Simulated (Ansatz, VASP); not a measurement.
**Two plane-wave programs on Sb**

Contents of POSCAR:

```
Sb
1.0
    0.0000000000      2.4177492801      2.4177492801
    2.4177492801      0.0000000000      2.4177492801
    2.4177492801      2.4177492801      0.0000000000
Sb
1
Direct
    0.0000000000      0.0000000000      0.0000000000
```

Contents of INCAR.step1:

```
SYSTEM = Sb
PREC     = Accurate       ! precision mode
ENCUT    = 520            ! plane-wave cutoff, eV
ISMEAR   = -1             ! smearing method
SIGMA    = 0.05           ! smearing width, eV
LREAL    = .False.        ! projectors in reciprocal space
LASPH    = .True.         ! aspherical terms in the spheres
NELM     = 100            ! most SCF steps
NBANDS   = 8              ! bands
GGA      = PE             ! functional
ALGO     = Normal         ! electronic algorithm
EDIFF    = 1E-4           ! SCF threshold, eV
LWAVE    = .True.         ! write WAVECAR
LCHARG   = .False.        ! write CHGCAR
```

File INCAR.step2:

```
SYSTEM = Sb
PREC     = Accurate       ! precision mode
ENCUT    = 520            ! plane-wave cutoff, eV
EDIFF    = 1E-7           ! SCF threshold, eV
ISMEAR   = -1             ! smearing method
SIGMA    = 0.05           ! smearing width, eV
LREAL    = .False.        ! projectors in reciprocal space
LASPH    = .True.         ! aspherical terms in the spheres
NELM     = 100            ! most SCF steps
ALGO     = Normal         ! electronic algorithm
ISIF     = 2              ! what is computed and relaxed
LWAVE    = .False.        ! write WAVECAR
LCHARG   = .False.        ! write CHGCAR
METAGGA  = R2SCAN         ! meta-GGA
LMIXTAU  = .True.       
NBANDS   = 8              ! bands
ISTART   = 1
```

File KPOINTS:

```
regular mesh
0
Gamma
  10 10 10
  0 0 0
```

input.yaml

```yaml
crystal:
  lattice:
    - [0.0, 2.4177492801, 2.4177492801]
    - [2.4177492801, 0.0, 2.4177492801]
    - [2.4177492801, 2.4177492801, 0.0]
  atoms:
    - { symbol: Sb, position: [0.0, 0.0, 0.0] }
hamiltonian:
  xc: r2scan
  pseudopotentials: { kind: paw }
kpoints:
  mp_grid: { grid: [10, 10, 10] }
scf:
  occupations: { method: fermi_dirac, width: 0.05 }
output:
  forces: true
  stress: true
  eigenvalues: true
  write_density: true
  write_potential: true
  elf: true
  volumetric_format: npy
```

Alike in both runs: task single point; functional r2SCAN; k mesh 10 × 10 × 10; occupations fermi-dirac, width 0.05 eV; no spin polarisation.

|  | VASP | Ansatz |
| --- | --- | --- |
| version | VASP 6.6.1 | Ansatz 0.2.0 |
| potentials or method | VASP PAW PBE potentials, release 64 (Sb) | Ansatz PAW |
| plane-wave cutoff (eV) | 520 | 500 |
| valence electrons in the cell | 5 | 15 |

VASP gave:

```
gap on the k mesh at the Fermi level (eV) : none
pressure (GPa)                            : -2.3
```

Which values does Ansatz return?

gap on the k mesh at the Fermi level (eV): none; pressure (GPa): -2.2.

VASP's potentials were made for PBE, not for r2SCAN. A gap of «none» marks a metal or a gap that the smearing closes. VASP's potentials hold 5 valence electrons a cell and Ansatz's 15, so a difference there can come from the potentials and not from the codes.

Spin-orbit coupling is off throughout.
